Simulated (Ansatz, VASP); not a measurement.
# K: VASP beside Ansatz

The input INCAR:

```
SYSTEM = K
  PREC = Accurate
  ENCUT = 500
  EDIFF = 1E-6
  ISMEAR = -1
  SIGMA = 0.05
  LREAL = .FALSE.
  LASPH = .TRUE.
  NELM = 120
  ALGO = Normal
  ISIF = 2
  LWAVE = .FALSE.
  LCHARG = .TRUE.
  LELF = .TRUE.
  LVHAR = .TRUE.
  NBANDS = 10
  GGA_COMPAT = .FALSE.
```

File KPOINTS:

```
regular mesh
0
G
  9 9 9
  0 0 0
```

The input POSCAR:

```
K
1.0
    4.1110264366      0.0000000000      0.0000000000
    0.0000000000      4.1110264366      0.0000000000
    0.0000000000      0.0000000000      4.1110264366
K
1
Direct
    0.0000000000      0.0000000000      0.0000000000
```

Input for Ansatz:

```yaml
crystal:
  lattice:
    - [4.1110264366, 0.0, 0.0]
    - [0.0, 4.1110264366, 0.0]
    - [0.0, 0.0, 4.1110264366]
  atoms:
    - { symbol: K, position: [0.0, 0.0, 0.0] }
kpoints:
  mp_grid: { grid: [9, 9, 9] }
scf:
  occupations: { method: fermi_dirac, width: 0.05 }
hamiltonian:
  xc: lda
  pseudopotentials: { kind: all_electron, datasets: crystal }
output:
  forces: true
  stress: true
  eigenvalues: true
```

Change from the starting cell: volume scaled by 1, crystal datasets.

Alike in both runs: task single point; functional LDA; k mesh 9 × 9 × 9; occupations fermi-dirac, width 0.05 eV; no spin polarisation.

|  | VASP | Ansatz |
| --- | --- | --- |
| version | VASP 6.6.1 | Ansatz 0.2.0 |
| potentials or method | VASP PAW LDA potentials, release 64 (K_sv), cutoff 500 eV | all-electron PAW with datasets made for the crystal, scalar-relativistic |

```tsv
	VASP	Ansatz	Ansatz less VASP
pressure (GPa)	0.0	0.0	+0.01
```

LDA's correlation is that of Perdew and Zunger in VASP and of Perdew and Wang (1992) in Ansatz. Ansatz ran all-electron here, and VASP with PAW potentials.
